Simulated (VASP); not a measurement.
# CdS in VASP: notebook, part 2 of 2

VASP 6.6.1. The steps go on from the part before.

### 6 Single point, r2SCAN (mode 4 frozen in at -0.041 Å and mode 5 at -0.041 Å (largest displacements))

The input, POSCAR:

```
CdS
1.0
    0.0000000000      2.7269062253      2.7269062253
    2.7269062253      0.0000000000      2.7269062253
    2.7269062253      2.7269062253      0.0000000000
Cd S
1 1
Direct
    0.0000000000      0.0000000000      0.0042461853
    0.5000000000      0.5000000000      0.4851113325
```

The input, INCAR.step1:

```
SYSTEM = CdS
PREC = Accurate ; ENCUT = 520
ISMEAR = 0 ; SIGMA = 0.05
LREAL = .FALSE. ; LASPH = .TRUE.
NELM = 100 ; NBANDS = 16
GGA = PE ; ALGO = Normal
EDIFF = 1E-4 ; LWAVE = .TRUE.
LCHARG = .FALSE.
```

The input, INCAR.step2:

```
SYSTEM = CdS
PREC = Accurate ; ENCUT = 520
EDIFF = 1E-6 ; ISMEAR = 0
SIGMA = 0.05 ; LREAL = .FALSE.
LASPH = .TRUE. ; NELM = 100
ALGO = Normal ; ISIF = 2
LWAVE = .FALSE. ; LCHARG = .TRUE.
METAGGA = R2SCAN ; LMIXTAU = .TRUE.
LELF = .TRUE. ; LVHAR = .TRUE.
NBANDS = 16 ; ISTART = 1
```

The input, KPOINTS:

```
regular mesh
0
G
  8 8 8
  0 0 0
```

Potentials or basis: VASP PAW PBE potentials, release 64 (Cd, S).

The run is started by

```
$ cat potpaw_PBE.64/Cd/POTCAR potpaw_PBE.64/S/POTCAR > POTCAR
$ cp INCAR.step1 INCAR
$ mpirun -np 1 vasp_std > vasp.out
$ cp INCAR.step2 INCAR
$ mpirun -np 1 vasp_std > vasp.out
```

OUTCAR:

```text
SYSTEM = CdS
   PREC = Accurate
   ENCUT = 520
   EDIFF = 1E-6
   ISMEAR = 0
   LREAL = .FALSE.
   LASPH = .TRUE.
   NELM = 100
   ISIF = 2
   METAGGA = R2SCAN
   ISTART = 1

 ion  position               nearest neighbor table
   1  0.000  0.000  0.004-   2 2.68   2 2.68   2 2.73   2 2.73   2 2.78   2 2.78
   2  0.500  0.500  0.485-   1 2.68   1 2.68   1 2.73   1 2.73   1 2.78   1 2.78

  LATTYP: Found a face centered cubic cell.
 ALAT       =     5.4538124506

  Lattice vectors:

 A1 = (   0.0000000000,   2.7269062253,   2.7269062253)
 A2 = (   2.7269062253,   0.0000000000,   2.7269062253)
 A3 = (   2.7269062253,   2.7269062253,   0.0000000000)

Analysis of symmetry for initial positions (statically):
=====================================================================
 Subroutine PRICEL returns:
 Original cell was already a primitive cell.

 Routine SETGRP: Setting up the symmetry group for a
 face centered cubic supercell.

 Subroutine GETGRP returns: Found  4 space group operations
 (whereof  4 operations were pure point group operations)
 out of a pool of 48 trial point group operations.

The static configuration has the point symmetry C_2v.

Analysis of symmetry for dynamics (positions and initial velocities):
=====================================================================
 Subroutine PRICEL returns:
 Original cell was already a primitive cell.

 Routine SETGRP: Setting up the symmetry group for a
 face centered cubic supercell.

 Subroutine GETGRP returns: Found  4 space group operations
 (whereof  4 operations were pure point group operations)
 out of a pool of 48 trial point group operations.

The dynamic configuration has the point symmetry C_2v.

 Subroutine INISYM returns: Found  4 space group operations
 (whereof  4 operations are pure point group operations),
 and found     1 'primitive' translations

----------------------------------------------------------------------------------------

                                     Primitive cell

[... 112 lines left out ...]
  Fermi-wavevector in a.u.,A,eV,Ry     =   1.248779  2.359849 21.217580  1.559448
  Thomas-Fermi vector in A             =   2.382850
   LORBIT       =      0    0 simple, 1 ext, 2 COOP (PROOUT), +10 PAW based schemes
   METAGGA = R2SCAN    functional components
   LHFCALC =     F    Hartree Fock is set to
   AEXX    =    0.0000 exact exchange contribution
   IVDW    =     0    specifies the selected vdW correction
   LEPSILON=     F    determine dielectric tensor
   LRPA    =     F    only Hartree local field effects (RPA)
 non-spin polarized calculation
 Gauss-broadening in eV      SIGMA  =   0.05
  energy-cutoff  :      520.00
  volume of cell :       40.55
 maximum number of plane-waves:      1106
 NGX is ok and might be reduce to    30
   NGX = 15   NGY = 15   NGZ = 15

 number of electron      18.0000001 magnetization

 Free energy of the ion-electron system (eV)
  ---------------------------------------------------
  ext. energy  EPLUGINS =         0.00000000
  ---------------------------------------------------
  free energy    TOTEN  =       -29.51932101 eV

  energy without entropy =      -29.51932101  energy(sigma->0) =      -29.51932101

 E-fermi :   2.9754     XC(G=0): -11.0026

 val. band max:        2.7454282497   @ k =   0.0000   0.0000   0.5000
 cond. band min:       3.4912329805   @ k =   0.5000   0.5000   0.0000
 fundamental gap:      0.7458047308
 Fermi energy:         2.9754395919

 k-point     1 :       0.0000    0.0000    0.0000
  band No.  band energies     occupation
      1     -10.5940      2.00000
      2      -5.1172      2.00000
      3      -5.1134      2.00000
      4      -5.1108      2.00000
      5      -5.1090      2.00000
      6      -5.1081      2.00000
[... 433 lines left out ...]
      3      -5.3553      2.00000
      4      -5.2331      2.00000
      5      -4.9301      2.00000
      6      -4.8835      2.00000
[... 8 lines left out ...]
     15      15.6588      0.00000
     16      17.2727      0.00000

 [... further k-points ...]

------------------------ aborting loop because EDIFF is reached ----------------------------------------

  FORCE on cell =-STRESS in cart. coord.  units (eV):
  Direction    XX          YY          ZZ          XY          YZ          ZX
  --------------------------------------------------------------------------------------
  -------------------------------------------------------------------------------------
  Total        0.1830071      0.1830071      0.1090139     -0.0114917      0.0000000      0.0000000
  in kB        7.2299942      7.2299942      4.3067730     -0.4539981      0.0000000      0.0000000
  external PRESSURE =       6.2555871 kB  Pullay stress =       0.0000000 kB

 VOLUME and BASIS-vectors are now :
 -----------------------------------------------------------------------------
  energy-cutoff  :      520.00
  volume of cell :       40.55
      direct lattice vectors                 reciprocal lattice vectors
     0.000000000  2.726906225  2.726906225    -0.183357974  0.183357974  0.183357974
     2.726906225  0.000000000  2.726906225     0.183357974 -0.183357974  0.183357974
     2.726906225  2.726906225  0.000000000     0.183357974  0.183357974 -0.183357974

 POSITION                                       TOTAL-FORCE (eV/Angst)
 -----------------------------------------------------------------------------------
      0.01158      0.01158      0.00000        -0.097838     -0.097838     -0.000000
      2.68631      2.68631      2.72691         0.097838      0.097838      0.000000
 -----------------------------------------------------------------------------------
    total drift:                               -0.000505     -0.000505      0.000002

  FREE ENERGIE OF THE ION-ELECTRON SYSTEM (eV)
  ---------------------------------------------------
  free  energy   TOTEN  =       -29.5193210086 eV

  energy  without entropy=      -29.5193210086  energy(sigma->0) =      -29.51932101
```

OUTCAR.step1:

```text
SYSTEM = CdS
   PREC = Accurate
   ENCUT = 520
   ISMEAR = 0
   LREAL = .FALSE.
   LASPH = .TRUE.
[... 678 lines left out ...]
      0.01158      0.01158      0.00000        -0.091695     -0.091695      0.000000
      2.68631      2.68631      2.72691         0.091695      0.091695      0.000000
 -----------------------------------------------------------------------------------
    total drift:                               -0.000493     -0.000493      0.000000

  FREE ENERGIE OF THE ION-ELECTRON SYSTEM (eV)
  ---------------------------------------------------
  free  energy   TOTEN  =        -5.8641712420 eV

  energy  without entropy=       -5.8641707727  energy(sigma->0) =       -5.86417101
```

Run time: 3.2 min. Hardware: 1 thread of Intel Xeon Platinum 8488C (Sapphire Rapids), shared host; peak memory 0.21 GiB.

Results:

```
Free energy            : -29.5193 eV
Pressure               : 0.6 GPa
Largest force          : 0.138 eV/Å
Band gap on the k mesh : 0.75 eV, indirect (least direct gap 2.34 eV)
```

Forces in eV/Å, atoms in the order of the input:
```
Cd  -0.098 -0.098  0.000
S    0.098  0.098  0.000
```

Stress tensor (GPa, compression positive):
```
 0.72 -0.05  0.00
-0.05  0.72  0.00
 0.00  0.00  0.43
```

Levels at points of the mesh, in eV from the valence-band top:
```tsv
k point	band 7	band 8	band 9	band 10	band 11	band 12
(0.00, 0.00, 0.00)	-0.76	-0.75	-0.75	1.59	9.70	9.71
(0.50, 0.00, 0.00)	-4.92	-0.01	-0.01	4.07	6.48	6.48
(0.00, 0.00, 0.50)	-4.91	0.00	0.00	4.06	6.47	6.47
(0.50, 0.50, 0.00)	-4.35	-2.19	-2.19	0.75	6.40	10.79
(0.00, 0.50, 0.50)	-4.35	-2.20	-2.19	0.75	6.41	10.80
```

Caveat: the cell differs from its parent crystal (mode 4 frozen in at -0.041 Å and mode 5 at -0.041 Å (largest displacements)); the PAW data sets were made with another functional, which shifts forces and pressure a little.
